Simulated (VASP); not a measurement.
A run of VASP 6.6.1 is set up as follows.

File POSCAR:

```
H
1.0
    1.6485318600     -2.7316882300      0.0000000000
    1.6485318600      2.7316882300      0.0000000000
    0.0000000000      0.0000000000      6.3137686200
H
4
Direct
    0.5678085000      0.4321915000      0.9995149500
    0.4321915000      0.5678085000      0.0004850500
    0.4321915000      0.5678085000      0.4995149500
    0.5678085000      0.4321915000      0.5004850500
```

Contents of INCAR.step1:

```
SYSTEM = H
PREC = Accurate ; ENCUT = 520
ISMEAR = 0 ; SIGMA = 0.02
LREAL = .FALSE. ; LASPH = .TRUE.
NELM = 100 ; NBANDS = 10
GGA = PE ; ALGO = Normal
EDIFF = 1E-4 ; LWAVE = .TRUE.
LCHARG = .FALSE.
```

INCAR.step2

```
SYSTEM = H
PREC = Accurate ; ENCUT = 520
EDIFF = 1E-6 ; ISMEAR = 0
SIGMA = 0.02 ; LREAL = .FALSE.
LASPH = .TRUE. ; NELM = 100
ALGO = Normal ; ISIF = 2
LWAVE = .FALSE. ; LCHARG = .FALSE.
METAGGA = R2SCAN ; LMIXTAU = .TRUE.
NBANDS = 10 ; ISTART = 1
```

KPOINTS

```
regular mesh
0
G
  10 10 4
  0 0 0
```

Potentials or basis: VASP PAW PBE potentials, release 64 (H).

The run is started by

```bash
$ cat potpaw_PBE.64/H/POTCAR > POTCAR
$ cp INCAR.step1 INCAR
$ mpirun -np 1 vasp_std > vasp.out
$ cp INCAR.step2 INCAR
$ mpirun -np 1 vasp_std > vasp.out
```

(1) What does it give for the band gap on the k mesh?

(2) Predict the pressure.

(3) Estimate the largest force.

## Answers

(1) 9.08 eV.

(2) 0.1 GPa.

(3) 0.010 eV/Å.

Caveat: the PAW data sets were made with another functional, which shifts forces and pressure a little.
